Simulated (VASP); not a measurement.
# PtF2 (I4/mcm) in VASP: notebook

PtF2 is run at these levels: PBE; tasks: single point.

Program: VASP 6.6.1. These are calculated values, not measurements. Logs are shortened: lines on timing, memory, paths and dates and some standing lists are left out, and cuts for length are marked.

**1. The cell of the first run**

Symmetry: I4/mcm, No. 140, tetragonal system. The conventional cell has a = 6.079 Å, b = 6.079 Å, c = 5.417 Å, α = 90.00°, β = 90.00°, γ = 90.00°. Pt (site symmetry 422) has 8 F at 2.62 Å and 2 Pt at 2.71 Å within 3.5 Å. Within 3.5 Å of F (site symmetry m2m) lie 4 Pt at 2.62 Å and 11 F at 2.99 to 3.44 Å.

The cell was generated, and may not be a known phase.

**2. Single point, PBE**

The input, INCAR:

```
SYSTEM = PtF2
ALGO = Normal
EDIFF = 1E-6
ENCUT = 600
GGA = PE
GGA_COMPAT = .FALSE.
ISIF = 2
ISMEAR = 0
LASPH = .TRUE.
LCHARG = .FALSE.
LREAL = .FALSE.
LWAVE = .FALSE.
NBANDS = 33
NELM = 120
PREC = Accurate
SIGMA = 0.1
```

The input, KPOINTS:

```
k-points
0
G
  4 4 4
  0 0 0
```

The input, POSCAR:

```
PtF2
1.0
   -3.0394763600      3.0394763600      2.7084507400
    3.0394763600     -3.0394763600      2.7084507400
    3.0394763600      3.0394763600     -2.7084507400
Pt F
2 4
Direct
    0.7500000000      0.7500000000      0.0000000000
    0.2500000000      0.2500000000      0.0000000000
    0.6739740700      0.1739740700      0.8479481300
    0.3260259300      0.8260259300      0.1520518700
    0.8260259300      0.6739740700      0.5000000000
    0.1739740700      0.3260259300      0.5000000000
```

Potentials or basis: VASP PAW PBE potentials, release 64 (Pt, F).

Launch:

```sh
cat potpaw_PBE.64/Pt/POTCAR potpaw_PBE.64/F/POTCAR > POTCAR
mpirun -np 1 vasp_std > vasp.out
```

OUTCAR:

```text
SYSTEM = PtF2
   EDIFF = 1E-6
   ENCUT = 600
   GGA = PE
   ISIF = 2
   ISMEAR = 0
   LASPH = .TRUE.
   LREAL = .FALSE.
   NELM = 120
   PREC = Accurate

 ion  position               nearest neighbor table
   1  0.750  0.750  0.000-   4 2.62   3 2.62   5 2.62   5 2.62   6 2.62   6 2.62   3 2.62   4 2.62
                             2 2.71   2 2.71
   2  0.250  0.250  0.000-   4 2.62   3 2.62   6 2.62   6 2.62   5 2.62   5 2.62   3 2.62   4 2.62
                             1 2.71   1 2.71
   3  0.674  0.174  0.848-   2 2.62   1 2.62   1 2.62   2 2.62
   4  0.326  0.826  0.152-   2 2.62   1 2.62   1 2.62   2 2.62
   5  0.826  0.674  0.500-   2 2.62   1 2.62   1 2.62   2 2.62
   6  0.174  0.326  0.500-   1 2.62   2 2.62   2 2.62   1 2.62

  LATTYP: Found a body centered tetragonal cell.
 ALAT       =     6.0789527200
 C/A-ratio  =     0.8910912339

  Lattice vectors:

 A1 = (  -3.0394763600,   3.0394763600,   2.7084507400)
 A2 = (   3.0394763600,  -3.0394763600,   2.7084507400)
 A3 = (   3.0394763600,   3.0394763600,  -2.7084507400)

Analysis of symmetry for initial positions (statically):
=====================================================================
 Subroutine PRICEL returns:
 Original cell was already a primitive cell.

 Routine SETGRP: Setting up the symmetry group for a
 body centered tetragonal supercell.

 Subroutine GETGRP returns: Found 16 space group operations
 (whereof  8 operations were pure point group operations)
 out of a pool of 16 trial point group operations.

The static configuration has the point symmetry C_4h.
 The point group associated with its full space group is D_4h.

Analysis of symmetry for dynamics (positions and initial velocities):
=====================================================================
 Subroutine PRICEL returns:
 Original cell was already a primitive cell.

 Routine SETGRP: Setting up the symmetry group for a
 body centered tetragonal supercell.

 Subroutine GETGRP returns: Found 16 space group operations
 (whereof  8 operations were pure point group operations)
 out of a pool of 16 trial point group operations.

The dynamic configuration has the point symmetry C_4h.
 The point group associated with its full space group is D_4h.

 Subroutine INISYM returns: Found 16 space group operations
 (whereof  8 operations are pure point group operations),
 and found     1 'primitive' translations

----------------------------------------------------------------------------------------

                                     Primitive cell

  volume of cell :     100.0872

  direct lattice vectors                    reciprocal lattice vectors
    -3.039476360  3.039476360  2.708450740     0.000000000  0.164502020  0.184607382
     3.039476360 -3.039476360  2.708450740     0.164502020  0.000000000  0.184607382
     3.039476360  3.039476360 -2.708450740     0.164502020  0.164502020  0.000000000

  length of vectors
     5.080604147  5.080604147  5.080604147     0.247266658  0.247266658  0.232640987

  position of ions in fractional coordinates (direct lattice)
     0.750000000  0.750000000  0.000000000
     0.250000000  0.250000000  0.000000000
     0.673974070  0.173974070  0.847948130
     0.326025930  0.826025930  0.152051870
     0.826025930  0.673974070  0.500000000
     0.173974070  0.326025930  0.500000000

  ion indices of the primitive-cell ions
   primitive index   ion index
                 1           1
                 2           2
                 3           3
                 4           4
                 5           5
                 6           6

----------------------------------------------------------------------------------------

 KPOINTS: k-points

Automatic generation of k-mesh.
 Grid dimensions read from file:
 generate k-points for:    4    4    4

 Generating k-lattice:

  Cartesian coordinates                     Fractional coordinates (reciprocal lattice)
     0.000000000  0.041125505  0.046151845     0.250000000  0.000000000 -0.000000000
     0.041125505  0.000000000  0.046151845     0.000000000  0.250000000 -0.000000000
     0.041125505  0.041125505  0.000000000     0.000000000  0.000000000  0.250000000

  Length of vectors
     0.061816664  0.061816664  0.058160247

  Shift w.r.t. Gamma in fractional coordinates (k-lattice)
     0.000000000  0.000000000  0.000000000

 Subroutine IBZKPT returns following result:
 ===========================================

 Found     13 irreducible k-points:

 Following reciprocal coordinates:
            Coordinates               Weight
  0.000000  0.000000  0.000000      1.000000
  0.250000 -0.000000  0.000000      8.000000
  0.500000 -0.000000  0.000000      4.000000
  0.250000  0.250000  0.000000      8.000000
  0.500000  0.250000  0.000000     16.000000
 -0.250000  0.250000  0.000000      4.000000
  0.500000  0.500000  0.000000      2.000000
  0.250000  0.250000  0.250000      2.000000
 -0.250000  0.250000  0.250000      4.000000
  0.500000  0.500000  0.250000      4.000000
 -0.250000  0.500000  0.250000      8.000000
 -0.250000 -0.250000  0.250000      2.000000
  0.500000  0.500000  0.500000      1.000000
   k-points           NKPTS =     13   k-points in BZ     NKDIM =     13   number of bands    NBANDS=     33
   number of dos      NEDOS =    301   number of ions     NIONS =      6
   total plane-waves  NPLWV =  74088
   dimension x,y,z NGX =    42 NGY =   42 NGZ =   42
   dimension x,y,z NGXF=    84 NGYF=   84 NGZF=   84
   ions per type =               2   4
   NGX,Y,Z   is equivalent  to a cutoff of  13.74, 13.74, 13.74 a.u.
   NGXF,Y,Z  is equivalent  to a cutoff of  27.49, 27.49, 27.49 a.u.
 SYSTEM =  PtF2
   PREC   = accura    normal or accurate (medium, high low for compatibility)
   ISTART =      0    job   : 0-new  1-cont  2-samecut
   ICHARG =      2    charge: 1-file 2-atom 10-const
   ISPIN  =      1    spin polarized calculation?
   LNONCOLLINEAR =      F non collinear calculations
   LSORBIT =      F    spin-orbit coupling
   LASPH  =      T    aspherical Exc in radial PAW
   ENCUT  =  600.0 eV  44.10 Ry    6.64 a.u.  10.15 10.15 10.15*2*pi/ulx,y,z
   NELM   =    120;   NELMIN=  2; NELMDL= -5     # of ELM steps
   EDIFF  = 0.1E-05   stopping-criterion for ELM
   LREAL  =      F    real-space projection
[... 7 lines left out ...]
   TEBEG  =    0.0;   TEEND  =   0.0 temperature during run
   PSTRESS=    0.0 pullay stress
   NELECT =      48.0000    total number of electrons
   NUPDOWN=      -1.0000    fix difference up-down
   EMIN   =  10.00;   EMAX   =-10.00  energy-range for DOS
   EFERMI =   0.00;   METHOD = LEGACY
   ISMEAR =     0;   SIGMA  =   0.10  broadening in eV -4-tet -1-fermi 0-gaus
   EFERMI_NEDOS =   21; number of points for ismear=-14 and -15
   IALGO  =     38    algorithm
   IMIX   =      4    mixing-type and parameters
     AMIX     =   0.40;   BMIX     =  1.00
     AMIX_MAG =   1.60;   BMIX_MAG =  1.00
  volume/ion in A,a.u.               =      16.68       112.57
  Fermi-wavevector in a.u.,A,eV,Ry     =   1.281433  2.421556 22.341710  1.642069
  Thomas-Fermi vector in A             =   2.413803
   LORBIT       =      0    0 simple, 1 ext, 2 COOP (PROOUT), +10 PAW based schemes
   GGA     = PE    functional components
   LHFCALC =     F    Hartree Fock is set to
   AEXX    =    0.0000 exact exchange contribution
   IVDW    =     0    specifies the selected vdW correction
   LEPSILON=     F    determine dielectric tensor
   LRPA    =     F    only Hartree local field effects (RPA)
 non-spin polarized calculation
 Gauss-broadening in eV      SIGMA  =   0.10
  energy-cutoff  :      600.00
  volume of cell :      100.09
 maximum number of plane-waves:      3370
 NGX is ok and might be reduce to    42
   NGX = 21   NGY = 21   NGZ = 21

 number of electron      48.0000012 magnetization

 Free energy of the ion-electron system (eV)
  ---------------------------------------------------
  ext. energy  EPLUGINS =         0.00000000
  ---------------------------------------------------
  free energy    TOTEN  =       -19.30916736 eV

  energy without entropy =      -19.20164645  energy(sigma->0) =      -19.25540690

 E-fermi :  -0.0063     XC(G=0):  -9.5069

 val. band max:       -0.0097517273   @ k =   0.5000   0.2500   0.0000
 cond. band min:       0.0022445382   @ k =  -0.2500   0.5000   0.2500
 fundamental gap:      0.0119962655
 Fermi energy:        -0.0063468006

 k-point     1 :       0.0000    0.0000    0.0000
  band No.  band energies     occupation
      1     -20.9550      2.00000
      2     -20.6937      2.00000
      3     -20.6275      2.00000
      4     -20.6275      2.00000
      5      -4.4445      2.00000
      6      -3.5950      2.00000
[... 25 lines left out ...]
     32      11.7136      0.00000
     33      11.7136      0.00000

 k-point     2 :       0.2500   -0.0000    0.0000
  band No.  band energies     occupation
      1     -20.8946      2.00000
      2     -20.6935      2.00000
      3     -20.6561      2.00000
      4     -20.6404      2.00000
      5      -4.2439      2.00000
      6      -3.6732      2.00000
[... 25 lines left out ...]
     32      11.0574      0.00000
     33      11.1545      0.00000

 k-point     3 :       0.5000   -0.0000    0.0000
  band No.  band energies     occupation
      1     -20.7677      2.00000
      2     -20.7677      2.00000
      3     -20.6650      2.00000
      4     -20.6650      2.00000
      5      -4.0705      2.00000
      6      -4.0705      2.00000
[... 25 lines left out ...]
     32      10.3702      0.00000
     33      14.4322      0.00000

 k-point     4 :       0.2500    0.2500    0.0000
  band No.  band energies     occupation
      1     -20.7981      2.00000
      2     -20.7165      2.00000
      3     -20.6905      2.00000
      4     -20.6603      2.00000
      5      -4.1419      2.00000
      6      -3.8807      2.00000
[... 277 lines left out ...]
     32      11.4693      0.00000
     33      11.6995      0.00000

 k-point    12 :      -0.2500   -0.2500    0.2500
  band No.  band energies     occupation
      1     -20.8343      2.00000
      2     -20.6855      2.00000
      3     -20.6855      2.00000
      4     -20.6590      2.00000
      5      -4.2375      2.00000
      6      -3.7630      2.00000
[... 25 lines left out ...]
     32      11.4100      0.00000
     33      12.6286      0.00000

 k-point    13 :       0.5000    0.5000    0.5000
  band No.  band energies     occupation
      1     -20.7429      2.00000
      2     -20.7429      2.00000
      3     -20.7110      2.00000
      4     -20.6245      2.00000
      5      -5.5951      2.00000
      6      -4.2454      2.00000
[... 25 lines left out ...]
     32      12.0108      0.00000
     33      12.2090      0.00000

------------------------ aborting loop because EDIFF is reached ----------------------------------------

  FORCE on cell =-STRESS in cart. coord.  units (eV):
  Direction    XX          YY          ZZ          XY          YZ          ZX
  --------------------------------------------------------------------------------------
  -------------------------------------------------------------------------------------
  Total       -9.7853051     -9.7853051     -9.1460348      0.0000000      0.0000000      0.0000000
  in kB     -156.6413727   -156.6413727   -146.4080504      0.0000000      0.0000000      0.0000000
  external PRESSURE =    -153.2302653 kB  Pullay stress =       0.0000000 kB

 VOLUME and BASIS-vectors are now :
 -----------------------------------------------------------------------------
  energy-cutoff  :      600.00
  volume of cell :      100.09
      direct lattice vectors                 reciprocal lattice vectors
    -3.039476360  3.039476360  2.708450740     0.000000000  0.164502020  0.184607382
     3.039476360 -3.039476360  2.708450740     0.164502020  0.000000000  0.184607382
     3.039476360  3.039476360 -2.708450740     0.164502020  0.164502020  0.000000000

 POSITION                                       TOTAL-FORCE (eV/Angst)
 -----------------------------------------------------------------------------------
      0.00000      0.00000      4.06268         0.000000     -0.000000      0.000000
      0.00000      0.00000      1.35423         0.000000     -0.000000      0.000000
      1.05758      4.09706      0.00000         0.607116      0.607116     -0.000000
      1.98190     -1.05758      2.70845        -0.607116     -0.607116      0.000000
      1.05758      1.98190      2.70845         0.607116     -0.607116      0.000000
      1.98190      1.05758      0.00000        -0.607116      0.607116      0.000000
 -----------------------------------------------------------------------------------
    total drift:                               -0.000000      0.000000      0.000000

  FREE ENERGIE OF THE ION-ELECTRON SYSTEM (eV)
  ---------------------------------------------------
  free  energy   TOTEN  =       -19.3091673591 eV

  energy  without entropy=      -19.2016464495  energy(sigma->0) =      -19.25540690
```

Run time: 64 s. Hardware: 1 thread of Intel Xeon 8259CL, shared host; peak memory 0.27 GiB.

Results:

```
Free energy            : -19.3092 eV
Pressure               : -15.3 GPa
Largest force          : 0.859 eV/Å
Band gap on the k mesh : zero (bands 24 and 25 overlap by 0.30 eV)
```

Forces on the atoms (eV/Å):
```
Pt   0.000  0.000  0.000
Pt   0.000  0.000  0.000
F    0.607  0.607  0.000
F   -0.607 -0.607  0.000
F    0.607 -0.607  0.000
F   -0.607  0.607  0.000
```

Caveat: the k points lie up to 0.39 Å⁻¹ apart; spin-orbit coupling is left out, which moves the levels of the heavy elements.

(Part 1 of 2 ends here.)
